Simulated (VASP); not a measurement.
A run of VASP 6.6.1:

POSCAR

```
Au
1.0
   -2.6488327691      2.6488327691      1.3636312107
    2.6488327691     -2.6488327691      1.3636312107
    2.6488327691      2.6488327691     -1.3636312107
Au
2
Direct
    0.0000000000      0.0000000000      0.0000000000
    0.7500000000      0.2500000000      0.5000000000
```

File INCAR.step1:

```
SYSTEM = Au
ALGO = Normal
EDIFF = 1E-4
ENCUT = 520
GGA = PE
ISMEAR = 0
LASPH = .True.
LCHARG = .False.
LREAL = .False.
LWAVE = .True.
NBANDS = 18
NELM = 100
PREC = Accurate
SIGMA = 0.1
```

Contents of INCAR.step2:

```
SYSTEM = Au
ALGO = Normal
EDIFF = 1E-7
ENCUT = 520
ISIF = 2
ISMEAR = 0
ISTART = 1
LASPH = .True.
LCHARG = .False.
LMIXTAU = .True.
LREAL = .False.
LWAVE = .False.
METAGGA = R2SCAN
NBANDS = 18
NELM = 100
PREC = Accurate
SIGMA = 0.1
```

The input KPOINTS:

```
k-points
0
Gamma
  8 8 8
  0 0 0
```

Potentials or basis: VASP PAW PBE potentials, release 64 (Au).

The run is started by

```console
$ cat potpaw_PBE.64/Au/POTCAR > POTCAR
$ cp INCAR.step1 INCAR
$ mpirun -np 1 vasp_std > vasp.out
$ cp INCAR.step2 INCAR
$ mpirun -np 1 vasp_std > vasp.out
```

Hardware: 1 thread of Intel(R) Xeon(R) Platinum 8488C (Sapphire Rapids), on a shared host.

Question: How long does it take, and how much memory?

Answer: It took 2.2 min on 1 thread of Intel(R) Xeon(R) Platinum 8488C (Sapphire Rapids), with other jobs on the host, peak memory 0.18 GiB. Counts: k points 59.
